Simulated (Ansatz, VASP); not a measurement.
# SnO2 in VASP and in Ansatz

```
Sn O
1.0
     4.76049    0.00000    0.00000
     0.00000    4.76049    0.00000
     0.00000    0.00000    3.20016
Sn O
2 4
Cartesian
  0.0000 0.0000 0.0000
  2.3802 2.3802 1.6001
  1.4561 1.4561 0.0000
  0.9241 3.8364 1.6001
  3.3044 3.3044 0.0000
  3.8364 0.9241 1.6001
```

Alike in both runs: task single point; functional r2SCAN; k mesh 6 × 6 × 8; no spin polarisation.

|  | VASP | Ansatz |
| --- | --- | --- |
| version | VASP 6.6.1 | Ansatz 0.2.0 |
| potentials or method | VASP PAW PBE potentials, release 64 (Sn_d, O) | plane waves, PAW |
| plane-wave cutoff (eV) | 520 | 500 |
| occupations | gaussian, width 0.01 eV | fixed |
| valence electrons in the cell | 52 | 52 |

Ansatz gave:

| Quantity | Value |
| --- | --- |
| gap on the k mesh at the Fermi level (eV) | 1.77 |
| pressure (GPa) | 0.0 |
| traceless stress, the component that is largest in VASP (GPa) | 0.04 |
| rms of the force components (eV/Å) | 0.002 |

Question: Which values does VASP return?

Answer: gap on the k mesh at the Fermi level (eV): 1.79; pressure (GPa): 1.1; traceless stress, the component that is largest in VASP (GPa): 0.38; rms of the force components (eV/Å): 0.011.

VASP's potentials were made for PBE, not for r2SCAN. Atom by atom the forces differ by 0.013 eV/Å (rms over components).
